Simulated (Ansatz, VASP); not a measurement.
# Zn in VASP and in Ansatz

```
CELL_PARAMETERS angstrom
0.00000 2.20550 1.55929
2.20550 0.00000 1.55929
2.20550 2.20550 0.00000
ATOMIC_POSITIONS crystal
Zn 0.00000 0.00000 0.00000
```

Alike in both runs: task single point; functional PBEsol; k mesh 22 × 22 × 22; occupations gaussian, width 0.15 eV; no spin polarisation.

|  | VASP | Ansatz |
| --- | --- | --- |
| version | VASP 6.6.1 | Ansatz 0.2.0 |
| potentials or method | VASP PAW PBE potentials, release 64 (Zn), cutoff 520 eV | scalar-relativistic, plane waves, PAW |
| valence electrons in the cell | 12 | 12 |

```csv
,VASP,Ansatz,Ansatz less VASP
gap on the k mesh at the Fermi level (eV),none,none,-
pressure (GPa),-3.6,-4.0,-0.35
```

VASP's potentials were made for PBE, not for PBEsol. A gap of «none» marks a metal or a gap that the smearing closes.
